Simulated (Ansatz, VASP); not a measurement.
# InP in VASP and in Ansatz

```
In P
1.0
     0.00000    2.91920    2.91920
     2.91920    0.00000    2.91920
     2.91920    2.91920    0.00000
In P
1 1
Direct
  0.00000 0.00000 0.00000
  0.25000 0.25000 0.25000
```

Alike in both runs: task single point; functional PBE; k mesh 6 × 6 × 6; no spin polarisation.

```csv
,VASP,Ansatz
version,VASP 6.6.1,Ansatz 0.2.0
potentials or method,"VASP PAW PBE potentials, release 64 (In_d, P)","plane waves, PAW"
plane-wave cutoff (eV),520,420
occupations,"gaussian, width 0.01 eV",fixed
valence electrons in the cell,18,18
```

|  | VASP | Ansatz | Ansatz less VASP |
| --- | --- | --- | --- |
| gap on the k mesh at the Fermi level (eV) | 0.77 | 0.78 | +0.003 |
| pressure (GPa) | 4.2 | 4.2 | +0.07 |
